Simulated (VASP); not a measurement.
A run of VASP 6.6.1 is set up as follows.

File INCAR:

```
  ALGO = Normal
  EDIFF = 1E-7
  ENCUT = 520
  GGA = PS
  ISIF = 2
  ISMEAR = 0
  LASPH = True
  LCHARG = True
  LELF = True
  LREAL = False
  LVHAR = True
  LWAVE = False
  NBANDS = 35
  NELM = 100
  PREC = Accurate
  SIGMA = 0.05
```

The input KPOINTS:

```
k-points
0
Gamma
  6 6 8
```

The input POSCAR:

```
SnO2
1.0
    4.7687243422      0.0000000000      0.0000000000
    0.0000000000      4.7687243422      0.0000000000
    0.0000000000      0.0000000000      3.2113691866
Sn O
2 4
Direct
    0.0000000000      0.0000000000     -0.0669496366
    0.5000000000      0.5000000000      0.5669496366
    0.2619623263      0.3506338085      0.0384145629
    0.2380376737      0.8506338085      0.4615854371
    0.7380376737      0.6493661915      0.0384145629
    0.7619623263      0.1493661915      0.4615854371
```

Potentials or basis: VASP PAW PBE potentials, release 64 (Sn_d, O).

Command:

```bash
$ cat potpaw_PBE.64/Sn_d/POTCAR potpaw_PBE.64/O/POTCAR > POTCAR
$ mpirun -np 1 vasp_std > vasp.out
```

Predict the band gap on the k mesh.

1.05 eV (least direct gap 1.15 eV).

Predict the largest force.

1.819 eV/Å.

What does it give for the pressure?

-2.4 GPa.

Forces on the atoms (eV/Å):
```
Sn   0.000  0.000  1.819
Sn   0.000  0.000 -1.819
O    0.124 -0.375 -0.212
O   -0.124 -0.375  0.212
O   -0.124  0.375 -0.212
O    0.124  0.375  0.212
```

Caveat: the cell differs from its parent crystal (atoms displaced along several vibrational modes); the PAW data sets were made with another functional, which shifts forces and pressure a little; spin-orbit coupling is left out, which moves the levels of the heavy elements. A k mesh can miss the band edges.
